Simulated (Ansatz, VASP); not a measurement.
## Ge: VASP beside Ansatz

```xyz
6
Lattice="2.7411 -2.8463 0.0000 2.7411 2.8463 0.0000 -0.9940 0.0000 6.2181" Properties=species:S:1:pos:R:3 pbc="T T T"
Ge    1.2993    0.8375    2.3508
Ge    3.6859    0.8375    0.7582
Ge    3.1889   -0.8375    3.8673
Ge    0.8023   -0.8375    5.4599
Ge    1.3705    1.4231    0.0000
Ge    0.8736   -1.4231    3.1091
```

Alike in both runs: task relaxation of cell and atoms; functional PBE; k mesh 4 × 4 × 4; occupations gaussian, width 0.1 eV; no spin polarisation.

|  | VASP | Ansatz |
| --- | --- | --- |
| version | VASP 6.6.1 | Ansatz 0.2.0 |
| potentials or method | VASP PAW PBE potentials, release 64 (Ge_d), cutoff 600 eV | scalar-relativistic, plane waves, PAW |
| valence electrons in the cell | 84 | 84 |

Ansatz gave:

| Item | Value |
| --- | --- |
| gap on the k mesh at the Fermi level, each at its own relaxed structure (eV) | none |
| relaxed volume (Å³/atom) | 20.66 |
| relaxed cell length with the largest relative difference (Å) | 4.241 |

Estimate VASP's values.

gap on the k mesh at the Fermi level, each at its own relaxed structure (eV): none; relaxed volume (Å³/atom): 20.56; relaxed cell length with the largest relative difference (Å): 4.229.

A gap of «none» marks a metal or a gap that the smearing closes.

The k mesh is coarse, so the values compare programs but aren't converged. Noted on VASP's run: the volume moved by over 15 % at a fixed basis, so the end points are rough.
